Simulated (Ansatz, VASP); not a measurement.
## In3As in VASP and in Ansatz

Contents of INCAR:

```
SYSTEM = In3As
PREC = Accurate ; ENCUT = 520
EDIFF = 1E-7 ; ISMEAR = 0
SIGMA = 0.15 ; LREAL = .False.
LASPH = .True. ; NELM = 100
ALGO = Fast ; ISIF = 2
LWAVE = .False. ; LCHARG = .False.
GGA = PE ; IVDW = 12
NBANDS = 30
```

Contents of KPOINTS:

```
Automatic mesh
0
Gamma
  10 10 10
  0 0 0
```

Contents of POSCAR:

```
In3As
1.0
    4.4295553086      0.0000000000      0.0000000000
    0.0000000000      4.6021353856      0.0000000000
    0.0000000000      0.0000000000      4.6021353856
In As
3 1
Direct
    0.0000000000      0.5000000000      0.5000000000
    0.5000000000      0.0000000000      0.5000000000
    0.5000000000      0.5000000000      0.0000000000
    0.0000000000      0.0000000000      0.0000000000
```

Input for Ansatz:

```yaml
crystal:
  lattice:
    - [4.4295553086, 0.0, 0.0]
    - [0.0, 4.6021353856, 0.0]
    - [0.0, 0.0, 4.6021353856]
  atoms:
    - { symbol: In, position: [0.0, 0.5, 0.5] }
    - { symbol: In, position: [0.5, 0.0, 0.5] }
    - { symbol: In, position: [0.5, 0.5, 0.0] }
    - { symbol: As, position: [0.0, 0.0, 0.0] }
basis:
  ecutwfc: 420
kpoints:
  mp_grid: { grid: [10, 10, 10] }
hamiltonian:
  xc: pbe
  dispersion: d3bj
scf:
  occupations: { method: gaussian, width: 0.15 }
output:
  forces: true
  stress: true
  eigenvalues: true
```

Change from the starting cell: strain -0.0375 x Voigt [1, 0, 0, 0, 0, 0], atoms carried along.

Alike in both runs: task single point; functional PBE; dispersion D3(BJ); k mesh 10 × 10 × 10; occupations gaussian, width 0.15 eV; no spin polarisation.

|  | VASP | Ansatz |
| --- | --- | --- |
| version | VASP 6.6.1 | Ansatz 0.2.0 |
| potentials or method | VASP PAW PBE potentials, release 64 (In_d, As), cutoff 520 eV | scalar-relativistic, plane waves, PAW |
| valence electrons in the cell | 44 | 54 |

```csv
,VASP,Ansatz,Ansatz less VASP
gap on the k mesh at the Fermi level (eV),none,none,-
pressure (GPa),2.0,2.0,0.00
"traceless stress, the component that is largest in VASP (GPa)",-0.44,-0.44,-0.004
```

A gap of «none» marks a metal or a gap that the smearing closes. VASP's potentials hold 44 valence electrons a cell and Ansatz's 54, so a difference there can come from the potentials and not from the codes.
